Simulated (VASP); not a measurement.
# ZrS (Fm-3m) in VASP: further runs

The runs below take ZrS through single point, with PBEsol.

Program: VASP 6.6.1. These are calculated values, not measurements. Logs are shortened: lines on timing, memory, paths and dates and some standing lists are left out, and cuts for length are marked.

**1. The cell of the first run**

Symmetry: Fm-3m, No. 225, cubic system. The conventional cell has a = 5.217 Å, b = 5.217 Å, c = 5.217 Å, α = 90.00°, β = 90.00°, γ = 90.00°. Zr (site symmetry m-3m) has 6 S at 2.61 Å within 3.4 Å. S (site symmetry m-3m) has 6 Zr at 2.61 Å within 3.4 Å.

**2. Single point, PBEsol (volume scaled by 1.03)**

INCAR reads:

```
ALGO     = Normal         # electronic algorithm
EDIFF    = 1E-6           # SCF threshold, eV
ENCUT    = 520            # plane-wave cutoff, eV
GGA      = PS             # functional
ISIF     = 2              # what is computed and relaxed
ISMEAR   = 0              # smearing method
LASPH    = True           # aspherical terms in the spheres
LCHARG   = False          # write CHGCAR
LREAL    = False          # projectors in reciprocal space
LWAVE    = False          # write WAVECAR
NBANDS   = 16             # bands
NELM     = 80             # most SCF steps
PREC     = Accurate       # precision mode
SIGMA    = 0.1            # smearing width, eV
```

KPOINTS reads:

```
k-points
0
Gamma
  14 14 14
```

POSCAR reads:

```
ZrS
1.0
    0.0000000000      2.6086520171      2.6086520171
    2.6086520171      0.0000000000      2.6086520171
    2.6086520171      2.6086520171      0.0000000000
Zr S
1 1
Direct
    0.0000000000      0.0000000000      0.0000000000
    0.5000000000      0.5000000000      0.5000000000
```

Potentials or basis: VASP PAW PBE potentials, release 64 (Zr_sv, S).

The run is started by

```bash
> cat potpaw_PBE.64/Zr_sv/POTCAR potpaw_PBE.64/S/POTCAR > POTCAR
> mpirun -np 1 vasp_std > vasp.out
```

OUTCAR:

```text
EDIFF = 1E-6
   ENCUT = 520
   GGA = PS
   ISIF = 2
   ISMEAR = 0
   LASPH = True
   LREAL = False
   NELM = 80
   PREC = Accurate

 ion  position               nearest neighbor table
   1  0.000  0.000  0.000-   2 2.61   2 2.61   2 2.61   2 2.61   2 2.61   2 2.61
   2  0.500  0.500  0.500-   1 2.61   1 2.61   1 2.61   1 2.61   1 2.61   1 2.61

  LATTYP: Found a face centered cubic cell.
 ALAT       =     5.2173040342

  Lattice vectors:

 A1 = (   0.0000000000,   2.6086520171,   2.6086520171)
 A2 = (   2.6086520171,   0.0000000000,   2.6086520171)
 A3 = (   2.6086520171,   2.6086520171,   0.0000000000)

Analysis of symmetry for initial positions (statically):
=====================================================================
 Subroutine PRICEL returns:
 Original cell was already a primitive cell.

 Routine SETGRP: Setting up the symmetry group for a
 face centered cubic supercell.

 Subroutine GETGRP returns: Found 48 space group operations
 (whereof 48 operations were pure point group operations)
 out of a pool of 48 trial point group operations.

The static configuration has the point symmetry O_h .

Analysis of symmetry for dynamics (positions and initial velocities):
=====================================================================
 Subroutine PRICEL returns:
 Original cell was already a primitive cell.

 Routine SETGRP: Setting up the symmetry group for a
 face centered cubic supercell.

 Subroutine GETGRP returns: Found 48 space group operations
 (whereof 48 operations were pure point group operations)
 out of a pool of 48 trial point group operations.

The dynamic configuration has the point symmetry O_h .

 Subroutine INISYM returns: Found 48 space group operations
 (whereof 48 operations are pure point group operations),
 and found     1 'primitive' translations

----------------------------------------------------------------------------------------

                                     Primitive cell

  volume of cell :      35.5041

  direct lattice vectors                    reciprocal lattice vectors
     0.000000000  2.608652017  2.608652017    -0.191669873  0.191669873  0.191669873
     2.608652017  0.000000000  2.608652017     0.191669873 -0.191669873  0.191669873
     2.608652017  2.608652017  0.000000000     0.191669873  0.191669873 -0.191669873

  length of vectors
     3.689191062  3.689191062  3.689191062     0.331981958  0.331981958  0.331981958

  position of ions in fractional coordinates (direct lattice)
     0.000000000  0.000000000  0.000000000
     0.500000000  0.500000000  0.500000000

  ion indices of the primitive-cell ions
   primitive index   ion index
                 1           1
                 2           2

----------------------------------------------------------------------------------------

 KPOINTS: k-points

Automatic generation of k-mesh.
 Grid dimensions read from file:
 generate k-points for:   14   14   14

 Generating k-lattice:

  Cartesian coordinates                     Fractional coordinates (reciprocal lattice)
    -0.013690705  0.013690705  0.013690705     0.071428571  0.000000000  0.000000000
     0.013690705 -0.013690705  0.013690705     0.000000000  0.071428571  0.000000000
     0.013690705  0.013690705 -0.013690705     0.000000000  0.000000000  0.071428571

  Length of vectors
     0.023712997  0.023712997  0.023712997

  Shift w.r.t. Gamma in fractional coordinates (k-lattice)
     0.000000000  0.000000000  0.000000000

 Subroutine IBZKPT returns following result:
 ===========================================

 Found    104 irreducible k-points:

 Following reciprocal coordinates:
            Coordinates               Weight
  0.000000  0.000000  0.000000      1.000000
  0.071429  0.000000  0.000000      8.000000
  0.142857  0.000000  0.000000      8.000000
  0.214286  0.000000  0.000000      8.000000
  0.285714  0.000000  0.000000      8.000000
  0.357143  0.000000  0.000000      8.000000
[... 16 lines left out ...]
  0.214286  0.142857  0.000000     24.000000
  0.285714  0.142857  0.000000     24.000000
 [... further k-points ...]
   k-points           NKPTS =    104   k-points in BZ     NKDIM =    104   number of bands    NBANDS=     16
   number of dos      NEDOS =    301   number of ions     NIONS =      2
   total plane-waves  NPLWV =  21952
   dimension x,y,z NGX =    28 NGY =   28 NGZ =   28
   dimension x,y,z NGXF=    56 NGYF=   56 NGZF=   56
   ions per type =               1   1
   NGX,Y,Z   is equivalent  to a cutoff of  12.62, 12.62, 12.62 a.u.
   NGXF,Y,Z  is equivalent  to a cutoff of  25.24, 25.24, 25.24 a.u.
 SYSTEM =  unknown system
   PREC   = accura    normal or accurate (medium, high low for compatibility)
   ISTART =      0    job   : 0-new  1-cont  2-samecut
   ICHARG =      2    charge: 1-file 2-atom 10-const
   ISPIN  =      1    spin polarized calculation?
   LNONCOLLINEAR =      F non collinear calculations
   LSORBIT =      F    spin-orbit coupling
   LASPH  =      T    aspherical Exc in radial PAW
   ENCUT  =  520.0 eV  38.22 Ry    6.18 a.u.   6.86  6.86  6.86*2*pi/ulx,y,z
   NELM   =     80;   NELMIN=  2; NELMDL= -5     # of ELM steps
   EDIFF  = 0.1E-05   stopping-criterion for ELM
   LREAL  =      F    real-space projection
   EDIFFG = 0.1E-04   stopping-criterion for IOM
   NSW    =      0    number of steps for IOM
   IBRION =     -1    ionic relax: 0-MD 1-quasi-New 2-CG
   NFREE  =      0    steps in history (QN), initial steepest desc. (CG)
   ISIF   =      2    stress and relaxation
   ISYM   =      2    0-nonsym 1-usesym 2-fastsym
   POTIM  = 0.5000    time-step for ionic-motion
   TEBEG  =    0.0;   TEEND  =   0.0 temperature during run
   PSTRESS=    0.0 pullay stress
   NELECT =      18.0000    total number of electrons
   NUPDOWN=      -1.0000    fix difference up-down
   EMIN   =  10.00;   EMAX   =-10.00  energy-range for DOS
   EFERMI =   0.00;   METHOD = LEGACY
   ISMEAR =     0;   SIGMA  =   0.10  broadening in eV -4-tet -1-fermi 0-gaus
   EFERMI_NEDOS =   21; number of points for ismear=-14 and -15
   IALGO  =     38    algorithm
   IMIX   =      4    mixing-type and parameters
     AMIX     =   0.40;   BMIX     =  1.00
     AMIX_MAG =   1.60;   BMIX_MAG =  1.00
  volume/ion in A,a.u.               =      17.75       119.80
  Fermi-wavevector in a.u.,A,eV,Ry     =   1.305388  2.466825 23.184832  1.704037
  Thomas-Fermi vector in A             =   2.436260
   LORBIT       =      0    0 simple, 1 ext, 2 COOP (PROOUT), +10 PAW based schemes
   GGA     = PS    functional components
   LHFCALC =     F    Hartree Fock is set to
   AEXX    =    0.0000 exact exchange contribution
   IVDW    =     0    specifies the selected vdW correction
   LEPSILON=     F    determine dielectric tensor
   LRPA    =     F    only Hartree local field effects (RPA)
 non-spin polarized calculation
 Gauss-broadening in eV      SIGMA  =   0.10
  energy-cutoff  :      520.00
  volume of cell :       35.50
 maximum number of plane-waves:       982
   NGX = 13   NGY = 13   NGZ = 13

 number of electron      17.9999999 magnetization

 Free energy of the ion-electron system (eV)
  ---------------------------------------------------
  ext. energy  EPLUGINS =         0.00000000
  ---------------------------------------------------
  free energy    TOTEN  =       -16.50079027 eV

  energy without entropy =      -16.49329135  energy(sigma->0) =      -16.49704081

 E-fermi :  10.8458     XC(G=0): -11.5506

 val. band max:       10.8413896234   @ k =   0.2857   0.2143   0.0714
 cond. band min:      10.8475199035   @ k =  -0.2857   0.0714   0.0000
 fundamental gap:      0.0061302801
 Fermi energy:        10.8458263211

 k-point     1 :       0.0000    0.0000    0.0000
  band No.  band energies     occupation
      1     -39.0072      2.00000
      2     -17.0044      2.00000
      3     -17.0044      2.00000
      4     -17.0044      2.00000
      5      -5.0660      2.00000
      6       7.3212      2.00000
[... 8 lines left out ...]
     15      17.9631      0.00000
     16      23.3671      0.00000

 k-point     2 :       0.0714    0.0000    0.0000
  band No.  band energies     occupation
      1     -39.0058      2.00000
      2     -17.0241      2.00000
      3     -17.0061      2.00000
      4     -17.0061      2.00000
      5      -4.9981      2.00000
      6       6.9073      2.00000
[... 8 lines left out ...]
     15      18.1893      0.00000
     16      22.8834      0.00000

 k-point     3 :       0.1429    0.0000    0.0000
  band No.  band energies     occupation
      1     -39.0018      2.00000
      2     -17.0786      2.00000
      3     -17.0107      2.00000
      4     -17.0107      2.00000
      5      -4.8032      2.00000
      6       6.0291      2.00000
[... 8 lines left out ...]
     15      18.7387      0.00000
     16      21.9602      0.00000

 k-point     4 :       0.2143    0.0000    0.0000
  band No.  band energies     occupation
      1     -38.9960      2.00000
      2     -17.1559      2.00000
      3     -17.0174      2.00000
      4     -17.0174      2.00000
      5      -4.5076      2.00000
      6       5.0568      2.00000
[... 8 lines left out ...]
     15      19.0333      0.00000
     16      21.1083      0.00000
[... 324 lines left out ...]
 k-point    22 :       0.1429    0.1429    0.0000
  band No.  band energies     occupation
      1     -39.0000      2.00000
      2     -17.0734      2.00000
      3     -17.0265      2.00000
      4     -17.0265      2.00000
      5      -4.7454      2.00000
      6       5.3636      2.00000
[... 8 lines left out ...]
     15      19.0710      0.00000
     16      21.5165      0.00000

 k-point    23 :       0.2143    0.1429    0.0000
  band No.  band energies     occupation
      1     -38.9957      2.00000
      2     -17.1218      2.00000
      3     -17.0370      2.00000
      4     -17.0332      2.00000
      5      -4.5614      2.00000
      6       4.8162      2.00000
[... 8 lines left out ...]
     15      19.5069      0.00000
     16      20.6897      0.00000

 k-point    24 :       0.2857    0.1429    0.0000
  band No.  band energies     occupation
      1     -38.9901      2.00000
      2     -17.1893      2.00000
      3     -17.0466      2.00000
      4     -17.0403      2.00000
      5      -4.3069      2.00000
      6       4.2985      2.00000
[... 8 lines left out ...]
     15      19.0930      0.00000
     16      19.9038      0.00000

 [... further k-points ...]
[... 5 lines left out ...]
  --------------------------------------------------------------------------------------
  -------------------------------------------------------------------------------------
  Total       -0.8648102     -0.8648102     -0.8648102     -0.0000000      0.0000000      0.0000000
  in kB      -39.0259012    -39.0259012    -39.0259012     -0.0000000      0.0000000      0.0000000
  external PRESSURE =     -39.0259012 kB  Pullay stress =       0.0000000 kB

 VOLUME and BASIS-vectors are now :
 -----------------------------------------------------------------------------
  energy-cutoff  :      520.00
  volume of cell :       35.50
      direct lattice vectors                 reciprocal lattice vectors
     0.000000000  2.608652017  2.608652017    -0.191669873  0.191669873  0.191669873
     2.608652017  0.000000000  2.608652017     0.191669873 -0.191669873  0.191669873
     2.608652017  2.608652017  0.000000000     0.191669873  0.191669873 -0.191669873

 POSITION                                       TOTAL-FORCE (eV/Angst)
 -----------------------------------------------------------------------------------
      0.00000      0.00000      0.00000         0.000000     -0.000000      0.000000
      2.60865      2.60865      2.60865         0.000000      0.000000     -0.000000
 -----------------------------------------------------------------------------------
    total drift:                                0.000000      0.000000      0.000000

  FREE ENERGIE OF THE ION-ELECTRON SYSTEM (eV)
  ---------------------------------------------------
  free  energy   TOTEN  =       -16.5007902688 eV

  energy  without entropy=      -16.4932913518  energy(sigma->0) =      -16.49704081
```

It took 24 s on 1 thread of Intel Xeon 6975P-C (Granite Rapids), shared host; peak memory 0.19 GiB.

Results:

| Item | Value |
| --- | --- |
| Free energy | -16.5008 eV |
| Pressure | -3.9 GPa |
| Band gap on the k mesh | zero (band 9 reaches 12.34 eV, above the bottom of band 10 at 9.43 eV) |

Caveat: the PAW data sets were made with another functional, which shifts forces and pressure a little.

**3. Single point, PBEsol (volume scaled by 1.06)**

INCAR reads:

```
SYSTEM = ZrS
ALGO = Normal
EDIFF = 1E-6
ENCUT = 520
GGA = PS
ISIF = 2
ISMEAR = 0
LASPH = .True.
LCHARG = .False.
LREAL = .False.
LWAVE = .False.
NBANDS = 16
NELM = 80
PREC = Accurate
SIGMA = 0.1
```

KPOINTS reads:

```
k-points
0
Gamma
  14 14 14
  0 0 0
```

POSCAR reads:

```
ZrS
1.0
    0.0000000000      2.6337367485      2.6337367485
    2.6337367485      0.0000000000      2.6337367485
    2.6337367485      2.6337367485      0.0000000000
Zr S
1 1
Direct
    0.0000000000      0.0000000000      0.0000000000
    0.5000000000      0.5000000000      0.5000000000
```

Potentials or basis: VASP PAW PBE potentials, release 64 (Zr_sv, S).

The run is started by

```bash
> cat potpaw_PBE.64/Zr_sv/POTCAR potpaw_PBE.64/S/POTCAR > POTCAR
> mpirun -np 1 vasp_std > vasp.out
```

It took 24 s on 1 thread of Intel Xeon 6975P-C (Granite Rapids), shared host; peak memory 0.19 GiB.

Results (log left out):

| Property | Result |
| --- | --- |
| Free energy | -16.4645 eV |
| Pressure | -7.4 GPa |
| Band gap on the k mesh | zero (band 9 reaches 11.92 eV, above the bottom of band 10 at 9.14 eV) |

Levels at points of the mesh, in eV from the Fermi level:
| k point | band 7 | band 8 | band 9 | band 10 | band 11 | band 12 |
| --- | --- | --- | --- | --- | --- | --- |
| (0.00, 0.00, 0.00) | -3.52 | -3.52 | -1.35 | -1.35 | -1.35 | -0.68 |
| (0.50, 0.00, 0.00) | -5.93 | -5.93 | 1.43 | 1.43 | 1.73 | 1.86 |
| (0.50, 0.50, 0.00) | -4.46 | -4.46 | -3.42 | 0.49 | 2.32 | 2.32 |

Caveat: the PAW data sets were made with another functional, which shifts forces and pressure a little.

(Part 1 of 2 ends here.)
